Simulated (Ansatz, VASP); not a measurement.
## Two plane-wave programs on MnS

```
Mn S
1.0
     3.68332    0.00000    0.00000
     1.84166    3.18985    0.00000
     1.84166    1.06328    3.00742
Mn S
1 1
Cartesian
  0.0000 0.0000 0.0000
  3.6833 2.1266 1.5037
```

Alike in both runs: task single point; functional r2SCAN; k mesh 8 × 8 × 8; occupations fermi-dirac, width 0.1 eV; collinear spin.

```csv
,VASP,Ansatz
version,VASP 6.6.1,Ansatz 0.2.0
potentials or method,"VASP PAW PBE potentials, release 64 (Mn_pv, S), cutoff 520 eV","plane waves, PAW"
valence electrons in the cell,19,21
```

|  | VASP | Ansatz | Ansatz less VASP |
| --- | --- | --- | --- |
| gap on the k mesh at the Fermi level (eV) | none | none | - |
| net moment per atom (μB) | 2.48 | 2.48 | 0.000 |
| size of the moment on the site where the two differ most (μB) | 4.49 | 4.44 | -0.046 |

VASP's potentials were made for PBE, not for r2SCAN. Site moments also hang on the region over which each program counts them. A gap of «none» marks a metal or a gap that the smearing closes. With one functional, cell and mesh, what is left measures potentials, basis and numerics. VASP's potentials hold 19 valence electrons a cell and Ansatz's 21, so a difference there can come from the potentials and not from the codes. Ansatz's warnings: stability check not made.
